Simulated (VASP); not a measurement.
**CsCl: electric field gradients with PBE**

CsCl:

```xyz
2
Lattice="4.0924 0.0000 0.0000 0.0000 4.0924 0.0000 0.0000 0.0000 4.1848" Properties=species:S:1:pos:R:3 pbc="T T T"
Cs    0.0000    0.0000    0.0000
Cl    2.0462    2.0462    2.0924
```

This cell differs from its parent crystal: z stretched by +1.5 % at fixed volume.

| Property | Result |
| --- | --- |
| Program | VASP 6.6.1 |
| Task | electric field gradients |
| Functional | PBE |
| Potentials or basis | VASP PAW PBE potentials, release 64 (Cs_sv, Cl) |
| Cutoff | 400 eV |
| k mesh | 6 × 6 × 6 |
| Occupations | fermi-dirac, width 0.03 eV |
| Spin | no spin polarisation |
| Dipole correction | no |
| Further INCAR settings | ALGO = Normal; EDIFF = 1e-08; NBANDS = 15 |

```yaml
Pressure: 1.0 GPa
Band_gap_on_the_k_mesh: 5.21 eV, direct
```

Stress tensor (GPa, compression positive):
```
1.23 0.00 0.00
0.00 1.23 0.00
0.00 0.00 0.60
```

Levels at points of the mesh, in eV from the valence-band top:
```
           k point  band 5  band 6  band 7  band 8  band 9  band 10  band 11  band 12
(0.00, 0.00, 0.00)   -5.87   -0.07    0.00    0.00    5.21     5.37     5.39     9.94
(0.50, 0.00, 0.00)   -5.73   -1.19   -0.32   -0.22    6.41     7.64     8.88     9.24
(0.50, 0.50, 0.00)   -5.68   -0.46   -0.46   -0.13    5.88     5.97     7.81     7.81
(0.00, 0.00, 0.50)   -5.75   -1.18   -0.24   -0.24    6.33     7.47     8.82     9.29
(0.50, 0.00, 0.50)   -5.65   -0.46   -0.43   -0.05    5.90     6.06     7.98     8.09
(0.50, 0.50, 0.50)   -6.36   -1.12   -1.12   -1.11    8.32     8.54     8.54    10.38
```

Electric field gradients, principal values (V/Å²):
```tsv
atom	least	middle	greatest (by size)
1 Cs	5.638	5.638	-11.276
2 Cl	-1.872	-1.872	3.744
```

It took 26 s on 1 thread of Intel(R) Xeon(R) Platinum 8488C (Sapphire Rapids) (shared host), peak memory 0.16 GiB.

Caveat: without QUAD_EFG the Cq values of the log hold for a quadrupole moment of 1 mb, not for the nuclei; spin-orbit coupling is left out, which moves the levels of the heavy elements. A k mesh can miss the band edges.
